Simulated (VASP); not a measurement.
A run of VASP 6.6.1 is set up as follows.

File INCAR:

```
SYSTEM = MnF2
PREC = Accurate
ENCUT = 520
EDIFF = 1E-7
ISMEAR = 0
SIGMA = 0.05
LREAL = .FALSE.
LASPH = .TRUE.
NELM = 150
ALGO = Normal
ISIF = 2
LWAVE = .FALSE.
LCHARG = .TRUE.
ISPIN = 2
MAGMOM = 2.5 2.5 0 0 0 0
LORBIT = 11
NUPDOWN = 5.0
LMAXMIX = 4
LDAU = .TRUE.
LDAUTYPE = 2
LDAUL = 2 -1
LDAUU = 3 0
LDAUJ = 0 0
LDAUPRINT = 1
GGA = PS
LELF = .TRUE.
LVHAR = .TRUE.
NBANDS = 40
```

Contents of KPOINTS:

```
Automatic mesh
0
G
  4 4 6
  0 0 0
```

The input POSCAR:

```
MnF2
1.0
    4.8733996600      0.0000000000      0.0000000000
    0.0000000000      4.8733996600      0.0000000000
    0.0000000000      0.0000000000      3.3098997700
Mn F
2 4
Direct
    0.0000000000      0.0000000000      0.0000000000
    0.5000000000      0.5000000000      0.5000000000
    0.3050000000      0.3050000000      0.0000000000
    0.1950000000      0.8050000000      0.5000000000
    0.6950000000      0.6950000000      0.0000000000
    0.8050000000      0.1950000000      0.5000000000
```

Potentials or basis: VASP PAW PBE potentials, release 64 (Mn_pv, F).

Run with:

```sh
$ cat potpaw_PBE.64/Mn_pv/POTCAR potpaw_PBE.64/F/POTCAR > POTCAR
$ mpirun -np 1 vasp_std > vasp.out
```

Problem. Estimate the largest force.

Solution. 0.027 eV/Å.

Problem. Estimate the pressure.

Solution. -5.4 GPa.

Forces on the atoms (eV/Å):
```
Mn   0.000  0.000  0.000
Mn   0.000  0.000  0.000
F   -0.019 -0.019  0.000
F    0.019 -0.019  0.000
F    0.019  0.019  0.000
F   -0.019  0.019  0.000
```

Caveat: the PAW data sets were made with another functional, which shifts forces and pressure a little; the total moment is fixed, so each spin has its own Fermi level; only a ferromagnetic start was run, and an antiferromagnetic order may lie lower in energy. The state reached can hang on the start; a lower one may exist.
